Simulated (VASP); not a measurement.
TaN: single point with PBE

TaN:

```
Ta N
1.0
     0.00000    2.14028    2.14028
     2.14028    0.00000    2.14028
     2.14028    2.14028    0.00000
Ta N
1 1
Direct
  0.50000 0.50000 0.50000
  0.00000 0.00000 0.00000
```

This cell differs from its parent crystal: volume scaled by 0.91.

```
Program                : VASP 6.6.1
Task                   : single point
Functional             : PBE
Potentials or basis    : VASP PAW PBE potentials, release 64 (Ta_pv, N)
Cutoff                 : 520 eV
k mesh                 : 16 × 16 × 16
Occupations            : gaussian, width 0.1 eV
Spin                   : no spin polarisation
Dipole correction      : no
Further INCAR settings : ALGO = Normal; EDIFF = 1e-06; NBANDS = 15
```

* Pressure: 39.6 GPa
* Band gap on the k mesh: zero (band 8 reaches 12.66 eV, above the bottom of band 9 at 8.15 eV)

Levels at points of the mesh, in eV from the Fermi level:
```tsv
k point	band 4	band 5	band 6	band 7	band 8	band 9	band 10	band 11	band 12	band 13
(0.00, 0.00, 0.00)	-19.54	-4.06	-4.06	-4.06	-2.34	-2.34	-2.34	0.09	0.09	2.26
(0.50, 0.00, 0.00)	-15.99	-11.06	-8.19	-8.19	2.17	2.17	2.27	4.11	8.44	8.44
(0.50, 0.50, 0.00)	-18.27	-6.78	-6.05	-4.82	-4.82	2.40	4.04	4.04	5.45	7.80
```

It took 14 s on 1 thread of Intel Xeon 6975P-C, on a shared host, peak memory 0.17 GiB.

Caveat: spin-orbit coupling is left out, which moves the levels of the heavy elements.
